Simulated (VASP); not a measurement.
Input of a VASP 6.6.1 run:

INCAR

```
SYSTEM = Zr
PREC = Accurate
ENCUT = 500
EDIFF = 1E-7
ISMEAR = -1
SIGMA = 0.1
LREAL = .False.
LASPH = .True.
NELM = 120
ALGO = Normal
ISIF = 3
LWAVE = .False.
LCHARG = .False.
GGA = PE
IBRION = 2
NSW = 80
EDIFFG = -0.01
GGA_COMPAT = .False.
NELMIN = 4
```

Contents of KPOINTS:

```
regular mesh
0
Gamma
  12 12 12
  0 0 0
```

POSCAR

```
Zr
1.0
   -1.7987839886      1.7987839886      1.7987839886
    1.7987839886     -1.7987839886      1.7987839886
    1.7987839886      1.7987839886     -1.7987839886
Zr
1
Direct
    0.0000000000      0.0000000000      0.0000000000
```

Potentials or basis: VASP PAW PBE potentials, release 64 (Zr_sv).

Run with:

```sh
$ cat potpaw_PBE.64/Zr_sv/POTCAR > POTCAR
$ mpirun -np 1 vasp_std > vasp.out
```

Task: What does it give for the band gap on the k mesh?

Result: Zero (bands 6 and 7 overlap by 1.81 eV).

Task: What does it give for the relaxed cell?

Result: a = 3.100 Å, b = 3.100 Å, c = 3.100 Å, α = 109.47°, β = 109.47°, γ = 109.47°.

The path:
```csv
step,energy change (eV),largest force (eV/Å),pressure (GPa),volume (Å³)
1,0.0000,0.0000,-1.30,23.28
2,-0.0005,0.0000,1.10,22.65
3,-0.0014,0.0000,0.00,22.93
```
